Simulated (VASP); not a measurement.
# AlN in VASP: a series of runs, part 2 of 2

VASP 6.6.1. The steps go on from the part before.

**4. Relaxation of the atoms, PBEsol (equal xy, yz and zx engineering shears of +0.5 %)**

Contents of INCAR:

```
SYSTEM = AlN
  ALGO = Normal
  EDIFF = 1E-6
  EDIFFG = -0.002
  ENCUT = 520
  GGA = PS
  IBRION = 2
  ISIF = 2
  ISMEAR = 0
  LASPH = .True.
  LCHARG = .False.
  LREAL = .False.
  LWAVE = .False.
  NELM = 100
  NSW = 50
  PREC = Accurate
  SIGMA = 0.01
```

Contents of KPOINTS:

```
k-points
0
Gamma
  8 8 6
  0 0 0
```

Contents of POSCAR:

```
AlN
1.0
    3.1138302227      0.0077845756      0.0077845756
   -1.5501734712      2.6927637881      0.0028493524
    0.0124571318      0.0124571318      4.9828527301
Al N
2 2
Direct
    0.3333333333      0.6666666667     -0.0010085685
    0.6666666667      0.3333333333      0.4989914315
    0.3333333333      0.6666666667      0.3810085685
    0.6666666667      0.3333333333      0.8810085685
```

Potentials or basis: VASP PAW PBE potentials, release 64 (Al, N).

Command:

```bash
$ cat potpaw_PBE.64/Al/POTCAR potpaw_PBE.64/N/POTCAR > POTCAR
$ mpirun -np 1 vasp_std > vasp.out
```

OUTCAR:

```text
SYSTEM = AlN
   EDIFF = 1E-6
   EDIFFG = -0.002
   ENCUT = 520
   GGA = PS
   IBRION = 2
   ISIF = 2
   ISMEAR = 0
   LASPH = .True.
   LREAL = .False.
   NELM = 100
   NSW = 50
   PREC = Accurate

 ion  position               nearest neighbor table
   1  0.333  0.667  0.999-   4 1.89   4 1.89   4 1.90   3 1.90   2 3.06   2 3.07   2 3.07   2 3.07
                             2 3.08   2 3.08
   2  0.667  0.333  0.499-   3 1.89   3 1.89   3 1.89   4 1.90   1 3.06   1 3.07   1 3.07   1 3.07
                             1 3.08   1 3.08
   3  0.333  0.667  0.381-   2 1.89   2 1.89   2 1.89   1 1.90
   4  0.667  0.333  0.881-   1 1.89   1 1.89   1 1.90   2 1.90

  LATTYP: Found a triclinic cell.
 ALAT       =     3.1205924088
 B/A-ratio  =     0.9956738721
 C/A-ratio  =     1.5967749774
 COS(alpha) =     0.0018363769
 COS(beta)  =     0.0068238029
 COS(gamma) =     0.5000046992

[... 465 lines left out ...]
 fundamental gap:      4.1084093255
 Fermi energy:         6.1708624845

 k-point     1 :       0.0000    0.0000    0.0000
  band No.  band energies     occupation
      1      -9.1102      2.00000
      2      -6.9294      2.00000
      3       0.0021      2.00000
      4       5.1503      2.00000
      5       5.1958      2.00000
      6       5.8093      2.00000
      7       5.8440      2.00000
      8       6.0553      2.00000
      9      10.1637      0.00000
     10      12.5970      0.00000
     11      16.5436      0.00000
     12      17.0188      0.00000
[... 331 lines left out ...]
 k-point    24 :       0.2500    0.3750   -0.0000
  band No.  band energies     occupation
      1      -6.7742      2.00000
      2      -6.4463      2.00000
      3       1.0514      2.00000
      4       2.2326      2.00000
      5       2.4005      2.00000
      6       3.2405      2.00000
      7       3.8356      2.00000
      8       4.0063      2.00000
      9      11.0935      0.00000
     10      13.9452      0.00000
     11      15.2874      0.00000
     12      15.7852      0.00000

 [... further k-points ...]
[... 5 lines left out ...]
  --------------------------------------------------------------------------------------
  -------------------------------------------------------------------------------------
  Total       -0.0056325     -0.0033325      0.0081184     -0.1613585     -0.1473008     -0.1473051
  in kB       -0.2156874     -0.1276127      0.3108781     -6.1789129     -5.6406007     -5.6407656
  external PRESSURE =      -0.0108073 kB  Pullay stress =       0.0000000 kB
[... 19 lines left out ...]
  FREE ENERGIE OF THE ION-ELECTRON SYSTEM (eV)
  ---------------------------------------------------
  free  energy   TOTEN  =       -31.3112171167 eV

  energy  without entropy=      -31.3112171167  energy(sigma->0) =      -31.31121712

 reached required accuracy - stopping structural energy minimisation
```

OSZICAR:

```text
N       E                     dE             d eps       ncg     rms          rms(c)
DAV:   1     0.514345005229E+02    0.51435E+02   -0.76433E+03  4712   0.119E+03
DAV:   2    -0.317436243163E+02   -0.83178E+02   -0.76611E+02  7028   0.223E+02
DAV:   3    -0.357237283026E+02   -0.39801E+01   -0.39615E+01  6172   0.527E+01
[... 37 lines left out ...]
DAV:   2    -0.313112165686E+02   -0.33200E-07   -0.66465E-07  3996   0.789E-03
   7 F= -.31311217E+02 E0= -.31311217E+02  d E =-.118881E-05
       N       E                     dE             d eps       ncg     rms          rms(c)
DAV:   1    -0.313112170378E+02   -0.50238E-06   -0.10302E-04  4720   0.963E-02    0.184E-03
DAV:   2    -0.313112171167E+02   -0.78932E-07   -0.10147E-06  4480   0.969E-03
   8 F= -.31311217E+02 E0= -.31311217E+02  d E =-.173692E-05
```

CONTCAR:

```text
AlN
   1.00000000000000
     3.1138302226999999    0.0077845756000000    0.0077845756000000
    -1.5501734711999999    2.6927637881000002    0.0028493524000000
     0.0124571318000000    0.0124571318000000    4.9828527301000003
  Al              N
     2     2
Direct
     0.3326183545291279    0.6663405861016169    0.9989933782824900
     0.6664786197542767    0.3329982774844134    0.4989886880152233
     0.3329717179265863    0.6670033284488032    0.3810103811099689
     0.6679313077900092    0.3336578079651664    0.8810075525923231

  0.00000000E+00  0.00000000E+00  0.00000000E+00
  0.00000000E+00  0.00000000E+00  0.00000000E+00
  0.00000000E+00  0.00000000E+00  0.00000000E+00
  0.00000000E+00  0.00000000E+00  0.00000000E+00
```

Run time: 4.3 min. Hardware: 1 thread of Oxide Virtual Turin-like, shared host; peak memory 0.19 GiB.

What came out:

```
Free energy               : -31.3112 eV
Energy gained by relaxing : 0.1 meV/atom
Ionic steps               : 8
Pressure after relaxing   : 0.0 GPa
Band gap on the k mesh    : 4.11 eV
```

Stress tensor (GPa, compression positive):
```
-0.02 -0.62 -0.56
-0.62 -0.01 -0.56
-0.56 -0.56  0.03
```

Step by step:
```csv
step,energy change (eV),largest force (eV/Å),pressure (GPa)
1,0.0000,0.0828,-0.04
2,-0.0002,0.0342,0.00
3,-0.0003,0.0055,0.00
4,-0.0003,0.0046,0.00
5,-0.0003,0.0037,0.00
6,-0.0003,0.0056,0.00
7,-0.0003,0.0030,0.00
8,-0.0003,0.0009,0.00
```

Final structure:
```
Al N
1.0
     3.11383    0.00778    0.00778
    -1.55017    2.69276    0.00285
     0.01246    0.01246    4.98285
Al N
2 2
Direct
  0.33262 0.66634 0.99899
  0.66648 0.33300 0.49899
  0.33297 0.66700 0.38101
  0.66793 0.33366 0.88101
```

Caveat: the cell differs from its parent crystal (equal xy, yz and zx engineering shears of +0.5 %); the PAW data sets were made with another functional, which shifts forces and pressure a little. A k mesh can miss the band edges.

**5. Summary**

```csv
cell,gap on the mesh (eV),pressure (GPa)
"atoms relaxed from a = 3.114, b = 3.114, c = 5.008 Å, angles 90.0, 90.0, 120.0°, 4 atoms",4.09,-0.9
"atoms relaxed from a = 3.129, b = 3.129, c = 5.008 Å, angles 90.0, 90.0, 120.0°, 4 atoms",3.98,-2.9
"atoms relaxed from a = 3.114, b = 3.107, c = 4.983 Å, angles 89.9, 89.7, 119.8°, 4 atoms",4.11,0.0
```

Alike in all rows: task relaxation of the atoms; level PBEsol; potentials or basis VASP PAW PBE potentials, release 64 (Al, N); no spin polarisation; k mesh 8 × 8 × 6; cutoff (eV) 520; smearing gaussian 0.01 eV.

Caveats: the PAW data sets were made with another functional, which shifts forces and pressure a little.

Absolute energies hang on the potentials; compare differences alone.
